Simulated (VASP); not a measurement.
Al: single point with PBEsol

Crystal: Al.

```
Al
1.0
     2.80810    0.00000    0.00000
    -1.40405    2.43189    0.00000
     0.00000    0.00000    9.12434
Al
4
Cartesian
  0.0000 0.0000 0.0000
  0.0000 1.6213 2.2811
  0.0000 0.0000 4.5622
  1.4041 0.8106 6.8433
```

* Program: VASP 6.6.1
* Task: single point
* Functional: PBEsol
* Potentials or basis: VASP PAW PBE potentials, release 64 (Al)
* Cutoff: 520 eV
* k mesh: 9 × 9 × 3
* Occupations: fermi-dirac, width 0.1 eV
* Spin: no spin polarisation

| Quantity | Value |
| --- | --- |
| Pressure | 3.6 GPa |
| Band gap on the k mesh | zero (band 6 reaches 12.63 eV, above the bottom of band 7 at 7.18 eV) |

Stress tensor (GPa, compression positive):
```
2.66 0.00 0.00
0.00 2.66 0.00
0.00 0.00 5.52
```

Levels at points of the mesh, in eV from the Fermi level:
```
           k point  band 1  band 2  band 3  band 4  band 5  band 6  band 7  band 8  band 9  band 10
(0.00, 0.00, 0.00)  -11.44   -9.68   -9.67   -4.70   -4.30    3.74    3.75   11.11   11.11    11.24
```

It took 27 s on 1 thread of AMD EPYC 7R43 64-Core Processor (Zen 3), on a shared host, peak memory 0.14 GiB.

Caveat: the PAW data sets were made with another functional, which shifts forces and pressure a little.
